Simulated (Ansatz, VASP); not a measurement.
**TiTe2: VASP beside Ansatz**

```
CELL_PARAMETERS angstrom
4.15680 0.00000 0.00000
0.00000 3.51532 0.00000
0.00000 0.00000 6.30990
ATOMIC_POSITIONS crystal
Ti 0.50000 0.50000 0.00000
Te 0.00000 0.00000 0.50000
Te 0.00000 0.00000 0.00000
```

Alike in both runs: functional PBE; k mesh 6 × 4 × 4; occupations gaussian, width 0.1 eV; no spin polarisation.

Ansatz relaxed the structure, and its values are those at the end. VASP's run is a single point on that final structure, the one shown.

```csv
,VASP,Ansatz
version,VASP 6.6.1,Ansatz 0.2.0
potentials or method,"VASP PAW PBE potentials, release 64 (Ti_sv, Te), cutoff 520 eV","scalar-relativistic, plane waves, PAW"
valence electrons in the cell,24,44
```

|  | VASP | Ansatz | Ansatz less VASP |
| --- | --- | --- | --- |
| gap on the k mesh at the Fermi level (eV) | none | none | - |
| pressure (GPa) | -0.2 | -0.2 | -0.01 |

A gap of «none» marks a metal or a gap that the smearing closes. VASP's potentials hold 24 valence electrons a cell and Ansatz's 44, so a difference there can come from the potentials and not from the codes.

The k mesh is coarse, so the values compare programs but aren't converged. Neither program's run includes spin-orbit coupling.
